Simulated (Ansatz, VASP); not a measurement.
## One calculation of TiAl3, two programs

```
CELL_PARAMETERS angstrom
2.80222 0.00000 0.00000
0.00000 4.71183 0.00000
0.00000 0.00000 4.93368
ATOMIC_POSITIONS crystal
Ti 0.00000 0.50000 0.32950
Al 0.00000 0.00000 0.00617
Al 0.50000 0.00000 0.50000
Al 0.50000 0.50000 0.83099
```

Change from the starting cell: species swapped into the La3Mg type (Pmm2, No. 25).

Alike in both runs: functional PBE; k mesh 12 × 8 × 8; occupations gaussian, width 0.1 eV; no spin polarisation.

Ansatz relaxed the structure, and its values are those at the end. VASP's run is a single point on that final structure, the one shown.

|  | VASP | Ansatz |
| --- | --- | --- |
| version | VASP 6.6.1 | Ansatz 0.2.0 |
| potentials or method | VASP PAW PBE potentials, release 64 (Ti_sv, Al), cutoff 520 eV | scalar-relativistic, plane waves, PAW |
| valence electrons in the cell | 21 | 21 |

```csv
,VASP,Ansatz,Ansatz less VASP
gap on the k mesh at the Fermi level (eV),none,none,-
pressure (GPa),-0.1,0.0,+0.06
```

A gap of «none» marks a metal or a gap that the smearing closes.
